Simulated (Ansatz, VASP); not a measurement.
# LiH in VASP and in Ansatz

```xyz
2
Lattice="0.0000 1.9391 1.9391 1.9391 0.0000 1.9391 1.9391 1.9391 0.0000" Properties=species:S:1:pos:R:3 pbc="T T T"
Li    0.0000    0.0000    0.0000
H     1.9391    1.9391    1.9391
```

Alike in both runs: functional PBE; dispersion D3(BJ); k mesh 10 × 10 × 10; occupations gaussian, width 0.02 eV; no spin polarisation.

Ansatz relaxed the structure, and its values are those at the end. VASP's run is a single point on that final structure, the one shown.

|  | VASP | Ansatz |
| --- | --- | --- |
| version | VASP 6.6.1 | Ansatz 0.2.0 |
| potentials or method | VASP PAW PBE potentials, release 64 (Li_sv, H), cutoff 750 eV | scalar-relativistic, plane waves, PAW |
| valence electrons in the cell | 4 | 4 |

Ansatz gave:

```
gap on the k mesh at the Fermi level (eV) : 2.90
least direct gap on the mesh (eV)         : 2.90
pressure (GPa)                            : 0.0
```

Problem. Estimate VASP's values.

Solution. gap on the k mesh at the Fermi level (eV): 2.90; least direct gap on the mesh (eV): 2.90; pressure (GPa): -0.2.
